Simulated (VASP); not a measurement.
Set up this calculation in VASP 6.6.1, as the native input.

```yaml
Task: single point
Functional: r2SCAN
Potentials_or_basis: VASP PAW PBE potentials, release 64 (Ba_sv, S)
Cutoff: 520 eV
k_mesh: 8 × 8 × 8
Occupations: gaussian, width 0.01 eV
Spin: no spin polarisation
Dipole_correction: no
Further_INCAR_settings: ALGO = Normal; EDIFF = 1e-07; NBANDS = 15
```

The system is BaS.

```
Ba S
1.0
     0.00000    3.21180    3.21180
     3.22368    0.00000    3.21180
     3.22368    3.21180    0.00000
Ba S
1 1
Cartesian
  0.0000 0.0000 0.0000
  3.2237 3.2118 3.2118
```

This cell differs from its parent crystal: uniaxial x strain +0.4%.

These files were run (other wordings do the same):

POSCAR

```
BaS
1.0
    0.0000000000      3.2117958739      3.2117958739
    3.2236795187      0.0000000000      3.2117958739
    3.2236795187      3.2117958739      0.0000000000
Ba S
1 1
Direct
    0.0000000000      0.0000000000      0.0000000000
    0.5000000000      0.5000000000      0.5000000000
```

INCAR.step1

```
SYSTEM = BaS
  PREC = Accurate
  ENCUT = 520
  ISMEAR = 0
  SIGMA = 0.01
  LREAL = .FALSE.
  LASPH = .TRUE.
  NELM = 60
  NBANDS = 15
  GGA = PE
  ALGO = Normal
  EDIFF = 1E-4
  LWAVE = .TRUE.
  LCHARG = .FALSE.
```

INCAR.step2

```
SYSTEM = BaS
  PREC = Accurate
  ENCUT = 520
  EDIFF = 1E-7
  ISMEAR = 0
  SIGMA = 0.01
  LREAL = .FALSE.
  LASPH = .TRUE.
  NELM = 60
  ALGO = Normal
  ISIF = 2
  LWAVE = .FALSE.
  LCHARG = .TRUE.
  METAGGA = R2SCAN
  LMIXTAU = .TRUE.
  LELF = .TRUE.
  LVHAR = .TRUE.
  NBANDS = 15
  ISTART = 1
```

KPOINTS

```
Automatic mesh
0
G
  8 8 8
  0 0 0
```

Potentials or basis: VASP PAW PBE potentials, release 64 (Ba_sv, S).

Command:

```sh
$ cat potpaw_PBE.64/Ba_sv/POTCAR potpaw_PBE.64/S/POTCAR > POTCAR
$ cp INCAR.step1 INCAR
$ mpirun -np 1 vasp_std > vasp.out
$ cp INCAR.step2 INCAR
$ mpirun -np 1 vasp_std > vasp.out
```

It gave:

```
Pressure               : 0.4 GPa
Band gap on the k mesh : 2.49 eV (least direct gap 2.64 eV)
```

Caveat: the cell differs from its parent crystal (uniaxial x strain +0.4%); the PAW data sets were made with another functional, which shifts forces and pressure a little; spin-orbit coupling is left out, which moves the levels of the heavy elements.

It took 7 min on 1 thread of Intel Xeon 8259CL, with other jobs on the host, peak memory 0.25 GiB.
